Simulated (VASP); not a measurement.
Wanted: the native input for a VASP 6.6.1 run.

```yaml
Task: single point
Functional: PBE
Potentials_or_basis: VASP PAW PBE potentials, release 64 (B, N)
Cutoff: 520 eV
k_mesh: 13 × 13 × 5
Occupations: fermi-dirac, width 0.02 eV
Spin: no spin polarisation
Dipole_correction: no
Further_INCAR_settings: ALGO = Normal; EDIFF = 1e-06; NBANDS = 16
```

The structure of BN lies in POSCAR:

```
BN
1.0
    2.5568216823      0.0000000000      0.0000000000
   -1.2784108411      2.2142725298      0.0000000000
    0.0000000000      0.0000000000      6.6416966377
B N
2 2
Direct
    0.3333333333      0.6666666667      0.2500000000
    0.6666666667      0.3333333333      0.7500000000
    0.3333333333      0.6666666667      0.7500000000
    0.6666666667      0.3333333333      0.2500000000
```

This cell differs from its parent crystal: volume scaled by 1.02, then relaxed in part.

The input as run:

INCAR

```
ALGO = Normal ; EDIFF = 1E-6
ENCUT = 520 ; GGA = PE
ISIF = 2 ; ISMEAR = -1
LASPH = True ; LCHARG = False
LREAL = False ; LWAVE = False
NBANDS = 16 ; NELM = 100
PREC = Accurate ; SIGMA = 0.02
```

KPOINTS

```
k-points
0
Gamma
  13 13 5
```

Potentials or basis: VASP PAW PBE potentials, release 64 (B, N).

Command:

```bash
$ cat potpaw_PBE.64/B/POTCAR potpaw_PBE.64/N/POTCAR > POTCAR
$ mpirun -np 1 vasp_std > vasp.out
```

It gave:

```
Pressure               : -10.5 GPa
Band gap on the k mesh : 4.18 eV, indirect (least direct gap 4.51 eV)
```

Caveat: this functional lacks dispersion, which binds the layers, so the pressure and a relaxed spacing across them are unreliable.

Run time: 40 s on 1 thread of Intel(R) Xeon(R) Platinum 8375C CPU @ 2.90GHz (Ice Lake) (shared host), peak memory 0.16 GiB.
